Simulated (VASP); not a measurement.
# Zn26Se27 (a cell with a defect): single point with PBE

Zn26Se27 (a cell with a defect):

```xyz
53
Lattice="0.0000 8.5014 8.5014 8.5014 0.0000 8.5014 8.5014 8.5014 0.0000" Properties=species:S:1:pos:R:3 pbc="T T T"
Zn    2.7912    2.7904    0.0485
Zn    5.7089    5.7093    0.0459
Zn    2.7928    0.0445    2.7948
Zn    5.6630    2.8375    2.8372
Zn    8.4468    5.7142    2.7852
Zn    5.7141    0.0511    5.7116
Zn    8.4538    2.7919    5.7094
Zn   11.3314    5.6700    5.6690
Zn    0.0491    2.7895    2.7905
Zn    2.8370    5.6622    2.8370
Zn    5.7085    8.4535    2.7909
Zn    2.8363    2.8372    5.6616
Zn    5.6641    5.6632    5.6630
Zn    8.5014    8.5011    5.6531
Zn    5.7101    2.7924    8.4530
Zn    8.5011    5.6534    8.5006
Zn   11.3481    8.4999    8.5002
Zn    0.0527    5.7149    5.7138
Zn    2.7912    8.4527    5.7098
Zn    5.6717   11.3336    5.6692
Zn    2.7905    5.7078    8.4536
Zn    5.6538    8.5015    8.5004
Zn    8.5004   11.3484    8.5002
Zn    5.6723    5.6706   11.3333
Zn    8.5000    8.5001   11.3484
Zn   11.3296   11.3319   11.3319
Se    1.3562    1.3510    1.3571
Se    4.2512    4.2509    1.4128
Se    7.1440    7.1515    1.3485
Se    4.2512    1.4131    4.2508
Se    7.0872    4.2505    4.2496
Se    9.9177    7.0826    4.2380
Se    7.1510    1.3570    7.1495
Se    9.9206    4.2388    7.0844
Se   12.7628    7.0832    7.0808
Se    1.4130    4.2516    4.2505
Se    4.2504    7.0871    4.2501
Se    7.0822    9.9175    4.2382
Se    4.2497    4.2500    7.0868
Se    7.0835    7.0843    7.0839
Se    9.9191    9.9178    7.0838
Se    7.0829    4.2388    9.9181
Se    9.9186    7.0833    9.9176
Se   12.7620    9.9204    9.9183
Se    1.3556    7.1501    7.1519
Se    4.2403    9.9208    7.0815
Se    7.0835   12.7643    7.0838
Se    4.2398    7.0814    9.9193
Se    7.0827    9.9179    9.9175
Se    9.9180   12.7635    9.9174
Se    7.0840    7.0851   12.7645
Se    9.9183    9.9163   12.7638
Se   12.7513   12.7515   12.7503
```

* Program: VASP 6.6.1
* Task: single point
* Functional: PBE
* Potentials or basis: VASP PAW PBE potentials, release 64 (Zn, Se)
* Cutoff: 520 eV
* k mesh: 1 × 1 × 1
* Occupations: gaussian, width 0.05 eV
* Spin: collinear spin
* Dipole correction: no
* Charge: -2
* Further INCAR settings: LREAL = Auto; ALGO = Normal; EDIFF = 1e-06; NBANDS = 273; NELECT = 476.0

- Largest force: 0.300 eV/Å
- Net moment: 0.00 μB per cell
- Valence electrons inside the program's atomic spheres: Zn 10.77, 10.76; Se 3.91, 3.93, 3.94

Forces on the atoms (eV/Å):
```
Zn  -0.084 -0.094  0.272
Zn   0.080  0.092  0.268
Zn  -0.081  0.272 -0.096
Zn  -0.080  0.079  0.080
Zn  -0.251  0.075 -0.076
Zn   0.076  0.267  0.091
Zn  -0.260 -0.080  0.084
Zn  -0.051  0.052  0.053
Zn   0.260 -0.082 -0.083
Zn   0.085 -0.074  0.080
Zn   0.078 -0.265 -0.091
Zn   0.086  0.081 -0.074
Zn  -0.085 -0.080 -0.076
Zn   0.000  0.001 -0.058
Zn   0.079 -0.088 -0.268
Zn  -0.001 -0.061  0.001
Zn   0.072  0.003  0.003
Zn   0.253  0.073  0.078
Zn  -0.077 -0.266  0.092
Zn   0.052 -0.053  0.052
Zn  -0.074  0.090 -0.266
Zn  -0.074 -0.002  0.002
Zn   0.002  0.059  0.002
Zn   0.049  0.052 -0.056
Zn   0.004  0.004  0.054
Zn  -0.052 -0.055 -0.053
Se   0.009  0.013 -0.005
Se  -0.002 -0.002 -0.114
Se  -0.002 -0.006  0.009
Se   0.008 -0.118  0.008
Se   0.128  0.007 -0.013
Se   0.020 -0.045  0.061
Se  -0.012 -0.004 -0.005
Se   0.028  0.059 -0.039
Se  -0.050 -0.024 -0.032
Se  -0.126  0.003  0.005
Se  -0.004  0.119 -0.002
Se  -0.024  0.042  0.062
Se  -0.004 -0.001  0.116
Se   0.026  0.022  0.020
Se  -0.029 -0.030  0.016
Se  -0.020  0.060  0.045
Se  -0.030  0.019 -0.029
Se  -0.058  0.028  0.030
Se   0.002  0.002 -0.007
Se   0.052  0.026 -0.026
Se  -0.021 -0.054 -0.046
Se   0.061 -0.027  0.031
Se   0.026 -0.027 -0.029
Se   0.018 -0.057  0.047
Se  -0.028 -0.042 -0.051
Se   0.032  0.045 -0.064
Se  -0.003 -0.003 -0.006
```

Levels at points of the mesh, in eV from the Fermi level:
Spin up:
```tsv
k point	band 235	band 236	band 237	band 238	band 239	band 240	band 241	band 242
(0.00, 0.00, 0.00)	-0.83	-0.28	-0.28	-0.28	0.73	1.98	2.01	2.01
```
Spin down:
```tsv
k point	band 236	band 237	band 238	band 239	band 240	band 241
(0.00, 0.00, 0.00)	-0.28	-0.28	-0.28	0.73	1.98	2.01
```

Wall time 4.7 min on 4 MPI ranks on Intel(R) Xeon(R) Platinum 8488C (Sapphire Rapids) (shared host), peak memory 0.6 GiB a rank.

Caveat: the k points lie up to 0.64 Å⁻¹ apart; the cell carries a net charge on a neutralising background, which shifts energy and pressure; the cell is charged against a uniform background, so pressure and absolute levels hang on convention.
